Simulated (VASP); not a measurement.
SiSnO4: single point with r2SCAN

The system is SiSnO4.

```xyz
6
Lattice="3.1251 -3.2109 0.0000 3.1251 3.2109 0.0000 0.0000 0.0000 2.9446" Properties=species:S:1:pos:R:3 pbc="T T T"
Si    3.1251    0.0000    1.4723
Sn    0.0000    0.0000    0.0000
O     1.3718    0.0000    1.4723
O     4.8784    0.0000    1.4723
O     3.1251   -1.1403    0.0000
O     3.1251    1.1403    0.0000
```

```json
{
  "Program": "VASP 6.6.1",
  "Task": "single point",
  "Functional": "r2SCAN",
  "Potentials or basis": "VASP PAW PBE potentials, release 64 (Si, Sn_d, O)",
  "Cutoff": "520 eV",
  "k mesh": "6 × 6 × 8",
  "Occupations": "fermi-dirac, width 0.02 eV",
  "Spin": "no spin polarisation",
  "Dipole correction": "no",
  "Further INCAR settings": "ALGO = Normal; EDIFF = 1e-07; NBANDS = 30"
}
```

```
Pressure               : 1.0 GPa
Largest force          : 0.088 eV/Å
Band gap on the k mesh : 3.05 eV
```

Forces on the atoms (eV/Å):
```
Si   0.000  0.000  0.000
Sn   0.000  0.000  0.000
O    0.088  0.000  0.000
O   -0.088  0.000  0.000
O    0.000  0.036  0.000
O    0.000 -0.036  0.000
```

Stress tensor (GPa, compression positive):
```
0.87 0.00 0.00
0.00 0.69 0.00
0.00 0.00 1.33
```

Levels at points of the mesh, in eV from the valence-band top:
```tsv
k point	band 19	band 20	band 21	band 22	band 23	band 24
(0.00, 0.00, 0.00)	-0.90	-0.90	0.00	3.05	6.78	7.37
(0.50, 0.00, 0.00)	-1.33	-0.72	-0.68	5.50	6.57	8.53
(0.50, 0.50, 0.00)	-2.39	-1.99	-0.79	5.31	7.29	8.95
(0.00, 0.00, 0.50)	-1.89	-1.89	-1.62	6.96	8.83	9.62
(0.50, 0.00, 0.50)	-1.66	-1.25	-0.77	6.93	8.09	9.58
(0.50, 0.50, 0.50)	-1.38	-1.05	-0.84	5.55	6.21	9.89
```

Wall time 5.1 min on 1 thread of Intel(R) Xeon(R) Platinum 8259CL CPU @ 2.50GHz (Skylake/Cascade Lake), with other jobs on the host, peak memory 0.25 GiB.

Caveat: the PAW data sets were made with another functional, which shifts forces and pressure a little; spin-orbit coupling is left out, which moves the levels of the heavy elements.
